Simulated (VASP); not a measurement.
# CoBr (P6/mmm) in VASP: a series of runs

The runs below take CoBr through single point, relaxation of cell and atoms, with PBE.

All numbers are computed with VASP 6.6.1; they aren't measurements. Logs are shortened: lines on timing, memory, paths and dates and some standing lists are left out, and cuts for length are marked.

### Step 1. The cell of the first run

Symmetry: P6/mmm, No. 191, hexagonal system. The conventional cell has a = 3.306 Å, b = 3.306 Å, c = 4.436 Å, α = 90.00°, β = 90.00°, γ = 120.00°. Co (site symmetry 6/mmm) has 2 Br at 2.22 Å within 2.9 Å. Br (site symmetry 6/mmm) has 2 Co at 2.22 Å within 2.9 Å.

### Step 2. Single point, PBE

Contents of INCAR:

```
ALGO     = Normal         # electronic algorithm
EDIFF    = 1E-6           # SCF threshold, eV
ENCUT    = 520            # plane-wave cutoff, eV
GGA      = PE             # functional
ISIF     = 2              # what is computed and relaxed
ISMEAR   = 0              # smearing method
LASPH    = True           # aspherical terms in the spheres
LCHARG   = False          # write CHGCAR
LREAL    = False          # projectors in reciprocal space
LWAVE    = False          # write WAVECAR
NBANDS   = 15             # bands
NELM     = 100            # most SCF steps
PREC     = Accurate       # precision mode
SIGMA    = 0.1            # smearing width, eV
```

Contents of KPOINTS:

```
k-points
0
Gamma
  12 12 10
```

Contents of POSCAR:

```
CoBr
1.0
    3.3059355758      0.0000000000      0.0000000000
   -1.6529677879      2.8630241919      0.0000000000
    0.0000000000      0.0000000000      4.4364053626
Co Br
1 1
Direct
    0.0000000000      0.0000000000      0.0000000000
    0.0000000000      0.0000000000      0.5000000000
```

Potentials or basis: VASP PAW PBE potentials, release 64 (Co, Br).

The run is started by

```
$ cat potpaw_PBE.64/Co/POTCAR potpaw_PBE.64/Br/POTCAR > POTCAR
$ mpirun -np 1 vasp_std > vasp.out
```

OUTCAR:

```text
EDIFF = 1E-6
   ENCUT = 520
   GGA = PE
   ISIF = 2
   ISMEAR = 0
   LASPH = True
   LREAL = False
   NELM = 100
   PREC = Accurate

 ion  position               nearest neighbor table
   1  0.000  0.000  0.000-   2 2.22   2 2.22
   2  0.000  0.000  0.500-   1 2.22   1 2.22

  LATTYP: Found a hexagonal cell.
 ALAT       =     3.3059355758
 C/A-ratio  =     1.3419515477

  Lattice vectors:

 A1 = (   3.3059355758,   0.0000000000,   0.0000000000)
 A2 = (  -1.6529677879,   2.8630241919,   0.0000000000)
 A3 = (   0.0000000000,   0.0000000000,   4.4364053626)

Analysis of symmetry for initial positions (statically):
=====================================================================
 Subroutine PRICEL returns:
 Original cell was already a primitive cell.

 Routine SETGRP: Setting up the symmetry group for a
 hexagonal supercell.

 Subroutine GETGRP returns: Found 24 space group operations
 (whereof 24 operations were pure point group operations)
 out of a pool of 24 trial point group operations.

The static configuration has the point symmetry D_6h.

Analysis of symmetry for dynamics (positions and initial velocities):
=====================================================================
 Subroutine PRICEL returns:
 Original cell was already a primitive cell.

 Routine SETGRP: Setting up the symmetry group for a
 hexagonal supercell.

 Subroutine GETGRP returns: Found 24 space group operations
 (whereof 24 operations were pure point group operations)
 out of a pool of 24 trial point group operations.

The dynamic configuration has the point symmetry D_6h.

 Subroutine INISYM returns: Found 24 space group operations
 (whereof 24 operations are pure point group operations),
 and found     1 'primitive' translations

----------------------------------------------------------------------------------------

                                     Primitive cell

  volume of cell :      41.9905

  direct lattice vectors                    reciprocal lattice vectors
     3.305935576  0.000000000  0.000000000     0.302486233  0.174640508  0.000000000
    -1.652967788  2.863024192  0.000000000     0.000000000  0.349281016  0.000000000
     0.000000000  0.000000000  4.436405363     0.000000000  0.000000000  0.225407716

  length of vectors
     3.305935576  3.305935576  4.436405363     0.349281016  0.349281016  0.225407716

  position of ions in fractional coordinates (direct lattice)
     0.000000000  0.000000000  0.000000000
     0.000000000  0.000000000  0.500000000

  ion indices of the primitive-cell ions
   primitive index   ion index
[... 80 lines left out ...]
   ISIF   =      2    stress and relaxation
   ISYM   =      2    0-nonsym 1-usesym 2-fastsym
   POTIM  = 0.5000    time-step for ionic-motion
   TEBEG  =    0.0;   TEEND  =   0.0 temperature during run
   PSTRESS=    0.0 pullay stress
   NELECT =      16.0000    total number of electrons
   NUPDOWN=      -1.0000    fix difference up-down
   EMIN   =  10.00;   EMAX   =-10.00  energy-range for DOS
   EFERMI =   0.00;   METHOD = LEGACY
   ISMEAR =     0;   SIGMA  =   0.10  broadening in eV -4-tet -1-fermi 0-gaus
   EFERMI_NEDOS =   21; number of points for ismear=-14 and -15
   IALGO  =     38    algorithm
   IMIX   =      4    mixing-type and parameters
     AMIX     =   0.40;   BMIX     =  1.00
     AMIX_MAG =   1.60;   BMIX_MAG =  1.00
  volume/ion in A,a.u.               =      21.00       141.68
  Fermi-wavevector in a.u.,A,eV,Ry     =   1.186856  2.242832 19.165529  1.408627
  Thomas-Fermi vector in A             =   2.323020
   LORBIT       =      0    0 simple, 1 ext, 2 COOP (PROOUT), +10 PAW based schemes
   GGA     = PE    functional components
   LHFCALC =     F    Hartree Fock is set to
   AEXX    =    0.0000 exact exchange contribution
   IVDW    =     0    specifies the selected vdW correction
   LEPSILON=     F    determine dielectric tensor
   LRPA    =     F    only Hartree local field effects (RPA)
 non-spin polarized calculation
 Gauss-broadening in eV      SIGMA  =   0.10
  energy-cutoff  :      520.00
  volume of cell :       41.99
 maximum number of plane-waves:      1152
 NGX is ok and might be reduce to    28
   NGX = 13   NGY = 13   NGZ = 17

 number of electron      16.0000001 magnetization

 Free energy of the ion-electron system (eV)
  ---------------------------------------------------
  ext. energy  EPLUGINS =         0.00000000
  ---------------------------------------------------
  free energy    TOTEN  =        -6.80550875 eV

  energy without entropy =       -6.77286661  energy(sigma->0) =       -6.78918768

 E-fermi :   4.1231     XC(G=0):  -9.9243

 val. band max:        4.1217211525   @ k =   0.1667   0.1667   0.5000
 cond. band min:       4.1234567411   @ k =   0.1667   0.0000   0.3000
 fundamental gap:      0.0017355886
 Fermi energy:         4.1231493422

 k-point     1 :       0.0000    0.0000    0.0000
  band No.  band energies     occupation
      1     -12.6237      2.00000
      2      -1.2241      2.00000
      3       1.6703      2.00000
      4       3.0778      2.00000
      5       3.0778      2.00000
      6       3.3277      2.00000
      7       3.3277      2.00000
      8       3.6335      2.00000
      9       3.6335      2.00000
     10       4.2751      0.03159
     11      12.0521      0.00000
     12      15.2639      0.00000
     13      15.3316      0.00000
     14      15.3316      0.00000
[... 401 lines left out ...]
      2      -0.7548      2.00000
      3      -0.7258      2.00000
      4       2.0820      2.00000
      5       2.7591      2.00000
      6       3.0192      2.00000
      7       3.4281      2.00000
      8       3.7384      2.00000
      9       4.0663      1.57886
     10       5.8238      0.00000
     11      10.7616      0.00000
     12      11.9614      0.00000
     13      13.3186      0.00000
     14      15.6043      0.00000
     15      17.8184      0.00000

 [... further k-points ...]
[... 5 lines left out ...]
  --------------------------------------------------------------------------------------
  -------------------------------------------------------------------------------------
  Total        0.0326888      0.0326888      0.1051432      0.0000000      0.0000000      0.0000000
  in kB        1.2472645      1.2472645      4.0118156      0.0000000      0.0000000      0.0000000
  external PRESSURE =       2.1687815 kB  Pullay stress =       0.0000000 kB

 VOLUME and BASIS-vectors are now :
 -----------------------------------------------------------------------------
  energy-cutoff  :      520.00
  volume of cell :       41.99
      direct lattice vectors                 reciprocal lattice vectors
     3.305935576  0.000000000  0.000000000     0.302486233  0.174640508  0.000000000
    -1.652967788  2.863024192  0.000000000     0.000000000  0.349281016  0.000000000
     0.000000000  0.000000000  4.436405363     0.000000000  0.000000000  0.225407716

 POSITION                                       TOTAL-FORCE (eV/Angst)
 -----------------------------------------------------------------------------------
      0.00000      0.00000      0.00000        -0.000000      0.000000      0.000000
      0.00000      0.00000      2.21820         0.000000      0.000000      0.000000
 -----------------------------------------------------------------------------------
    total drift:                                0.000000      0.000000     -0.000000

  FREE ENERGIE OF THE ION-ELECTRON SYSTEM (eV)
  ---------------------------------------------------
  free  energy   TOTEN  =        -6.8055087504 eV

  energy  without entropy=       -6.7728666096  energy(sigma->0) =       -6.78918768
```

Wall time 2.4 min (1 thread of Oxide Virtual Turin-like, shared host); peak memory 0.19 GiB.

Results:

```yaml
Free_energy: -6.8055 eV
Pressure: 0.2 GPa
Band_gap_on_the_k_mesh: zero (bands 8 and 9 overlap by 1.30 eV)
```

Stress tensor (GPa, compression positive):
```
0.12 0.00 0.00
0.00 0.12 0.00
0.00 0.00 0.40
```

Levels at points of the mesh, in eV from the Fermi level:
```csv
k point,band 4,band 5,band 6,band 7,band 8,band 9,band 10,band 11,band 12,band 13
"(0.00, 0.00, 0.00)",-1.05,-1.05,-0.80,-0.80,-0.49,-0.49,0.15,7.93,11.14,11.21
"(0.50, 0.00, 0.00)",-2.13,-1.47,-1.28,-0.91,-0.45,0.08,3.84,3.89,7.20,7.82
"(0.00, 0.00, 0.50)",-2.17,-2.17,-0.47,-0.47,0.81,0.81,5.88,6.37,8.43,11.30
"(0.50, 0.00, 0.50)",-2.88,-1.18,-0.25,0.08,0.43,0.64,1.09,6.73,8.40,8.43
```

Caveat: the run has no spin polarisation, though such a crystal can be magnetic; semilocal functionals often make such compounds metallic where correlation or magnetic order opens a gap, which also shifts bond lengths.

### Step 3. Relaxation of cell and atoms, PBE

This run uses another cell than the first one, of 23.85 Å³/atom.

Contents of INCAR:

```
  PREC = Accurate
  ENCUT = 600
  EDIFF = 1E-6
  ISMEAR = 0
  SIGMA = 0.1
  LREAL = False
  LASPH = True
  NELM = 80
  ALGO = Normal
  ISIF = 3
  LWAVE = False
  LCHARG = False
  GGA = PE
  IBRION = 2
  NSW = 80
  EDIFFG = -0.01
```

Contents of KPOINTS:

```
Automatic mesh
0
Gamma
  12 12 10
```

Contents of POSCAR:

```
CoBr
1.0
    3.4979561051      0.0000000000      0.0000000000
   -1.7489780525      3.0293188483      0.0000000000
    0.0000000000      0.0000000000      4.5020260000
Co Br
1 1
Direct
    0.0000000000      0.0000000000      0.0000000000
    0.0000000000      0.0000000000      0.5000000000
```

Potentials or basis: VASP PAW PBE potentials, release 64 (Co, Br).

The run is started by

```
$ cat potpaw_PBE.64/Co/POTCAR potpaw_PBE.64/Br/POTCAR > POTCAR
$ mpirun -np 1 vasp_std > vasp.out
```

Wall time 11 min (1 thread of Oxide Virtual Turin-like, shared host); peak memory 0.23 GiB.

The run converged. Its results:

```yaml
Free_energy: -6.8063 eV
Relaxed_volume: 21.09 Å³/atom
Relaxed_cell: a = 3.312 Å, b = 3.312 Å, c = 4.439 Å, α = 90.00°, β = 90.00°, γ = 120.00°
Space_group_after_relaxing_to_0.1_Å: P6/mmm (No. 191)
Energy_gained_by_relaxing: 21.4 meV/atom
Ionic_steps: 12
Pressure_after_relaxing: 0.0 GPa
Band_gap_on_the_k_mesh: zero (bands 8 and 9 overlap by 1.29 eV)
```

Stress tensor (GPa, compression positive):
```
-0.06  0.00  0.00
 0.00 -0.06  0.00
 0.00  0.00  0.05
```

The path:
```tsv
step	energy change (eV)	largest force (eV/Å)	pressure (GPa)	volume (Å³)
1	0.0000	0.0000	-2.94	47.71
2	-0.0002	0.0000	2.12	44.73
3	-0.0204	0.0000	-0.68	46.16
4	-0.0283	0.0000	-0.59	45.27
5	-0.0421	0.0000	-0.01	42.67
6	-0.0426	0.0000	0.18	42.01
7	-0.0426	0.0000	0.22	42.09
8	-0.0425	0.0000	0.10	42.38
9	-0.0426	0.0000	0.05	42.18
10	-0.0425	0.0000	-0.27	42.37
11	-0.0427	0.0000	-0.05	42.24
12	-0.0427	0.0000	-0.02	42.18
```

Final structure:
```cif
data_structure
_symmetry_space_group_name_H-M 'P 1'
_symmetry_Int_Tables_number 1
_cell_length_a 3.3124
_cell_length_b 3.3124
_cell_length_c 4.4390
_cell_angle_alpha 90.000
_cell_angle_beta 90.000
_cell_angle_gamma 120.000
_cell_volume 42.18
loop_
_atom_site_label
_atom_site_type_symbol
_atom_site_fract_x
_atom_site_fract_y
_atom_site_fract_z
_atom_site_occupancy
Co1 Co 0.00000 0.00000 0.00000 1
Br1 Br 0.00000 0.00000 0.50000 1
```

Levels at points of the mesh, in eV from the Fermi level:
| k point | band 6 | band 7 | band 8 | band 9 | band 10 | band 11 |
| --- | --- | --- | --- | --- | --- | --- |
| (0.00, 0.00, 0.00) | -0.79 | -0.79 | -0.49 | -0.49 | 0.16 | 7.90 |
| (0.50, 0.00, 0.00) | -1.27 | -0.91 | -0.45 | 0.08 | 3.85 | 3.87 |
| (0.00, 0.00, 0.50) | -0.47 | -0.47 | 0.80 | 0.80 | 5.87 | 6.35 |
| (0.50, 0.00, 0.50) | -0.24 | 0.08 | 0.43 | 0.64 | 1.11 | 6.74 |

Caveat: the run has no spin polarisation, though such a crystal can be magnetic; semilocal functionals often make such compounds metallic where correlation or magnetic order opens a gap, which also shifts bond lengths. Spin polarisation is off, so any magnetic state and its effect on volume and gap are missing.

### Step 4. Single point, PBE, collinear spin, ferromagnetic start

This run uses another cell than the first one, of 23.89 Å³/atom.

Contents of INCAR:

```
  PREC = Accurate
  ENCUT = 520
  EDIFF = 1E-7
  ISMEAR = 0
  SIGMA = 0.1
  LREAL = F
  LASPH = T
  NELM = 150
  ALGO = Fast
  ISIF = 2
  LWAVE = F
  LCHARG = F
  ISPIN = 2
  MAGMOM = 3 0
  LORBIT = 11
  LMAXMIX = 4
  GGA = PE
  NBANDS = 19
```

KPOINTS is that of step 3.

Contents of POSCAR:

```
CoBr
1.0
    3.5047753639      0.0000000000      0.0000000000
   -1.7523876819      3.0352244997      0.0000000000
    0.0000000000      0.0000000000      4.4911406020
Co Br
1 1
Direct
    0.0000000000      0.0000000000      0.0000000000
    0.0000000000      0.0000000000      0.5000000000
```

The run is started by

```
$ cat potpaw_PBE.64/Co/POTCAR potpaw_PBE.64/Br/POTCAR > POTCAR
$ mpirun -np 1 vasp_std > vasp.out
```

It took 5.3 min on 1 thread of Oxide Virtual Turin-like, shared host; peak memory 0.28 GiB.

The run converged. Its results:

| Item | Value |
| --- | --- |
| Free energy | -7.2758 eV |
| Pressure | 0.1 GPa |
| Band gap on the k mesh | zero (filled and empty bands overlap) |
| Net moment | 2.04 μB per cell |
| Site moments | Co +1.94; Br +0.14 μB |
| Valence electrons inside the program's atomic spheres | Co 7.90; Br 4.92 |

Levels at points of the mesh, in eV from the Fermi level:
Spin up:
```tsv
k point	band 5	band 6	band 7	band 8	band 9	band 10	band 11	band 12	band 13	band 14
(0.00, 0.00, 0.00)	-2.27	-2.00	-2.00	-1.70	-1.70	-0.55	7.00	10.43	10.43	10.47
(0.50, 0.00, 0.00)	-2.50	-2.43	-2.34	-1.89	-1.64	2.69	3.63	6.78	7.52	10.02
(0.00, 0.00, 0.50)	-2.94	-1.99	-1.99	-0.35	-0.35	4.94	5.64	8.22	9.69	9.69
(0.50, 0.00, 0.50)	-2.34	-1.64	-1.50	-0.89	-0.74	1.10	6.53	7.23	7.27	9.81
```
Spin down:
| k point | band 3 | band 4 | band 5 | band 6 | band 7 | band 8 | band 9 | band 10 | band 11 | band 12 |
| --- | --- | --- | --- | --- | --- | --- | --- | --- | --- | --- |
| (0.00, 0.00, 0.00) | -2.19 | -1.48 | -1.48 | -0.38 | -0.38 | -0.23 | -0.23 | 0.39 | 7.24 | 10.27 |
| (0.50, 0.00, 0.00) | -4.37 | -2.29 | -0.94 | -0.92 | -0.48 | -0.08 | 0.25 | 3.20 | 3.54 | 7.02 |
| (0.00, 0.00, 0.50) | -2.26 | -2.26 | -1.87 | -0.21 | -0.21 | 0.94 | 0.94 | 5.59 | 5.60 | 8.48 |
| (0.50, 0.00, 0.50) | -5.14 | -2.86 | -0.83 | 0.25 | 0.28 | 0.73 | 0.74 | 0.98 | 6.59 | 7.40 |

Caveat: semilocal functionals often make such compounds metallic where correlation or magnetic order opens a gap, which also shifts bond lengths.

### Step 5. Overview

```tsv
task	spin	cell	cutoff (eV)	gap on the mesh (eV)	pressure (GPa)
single point	off	a = 3.306, b = 3.306, c = 4.436 Å, angles 90.0, 90.0, 120.0°, 2 atoms	520	none	0.2
relaxation of cell and atoms	off	relaxed from a = 3.498, b = 3.498, c = 4.502 Å, angles 90.0, 90.0, 120.0°, 2 atoms	600	none	0.0
single point	collinear, ferromagnetic start	a = 3.505, b = 3.505, c = 4.491 Å, angles 90.0, 90.0, 120.0°, 2 atoms	520	none	0.1
```

Alike in all rows: level PBE; potentials or basis VASP PAW PBE potentials, release 64 (Co, Br); k mesh 12 × 12 × 10; smearing gaussian 0.1 eV.

Caveats: semilocal functionals often make such compounds metallic where correlation or magnetic order opens a gap, which also shifts bond lengths.

Total energies depend on the potentials used, so only differences within one code and one set of settings carry meaning.
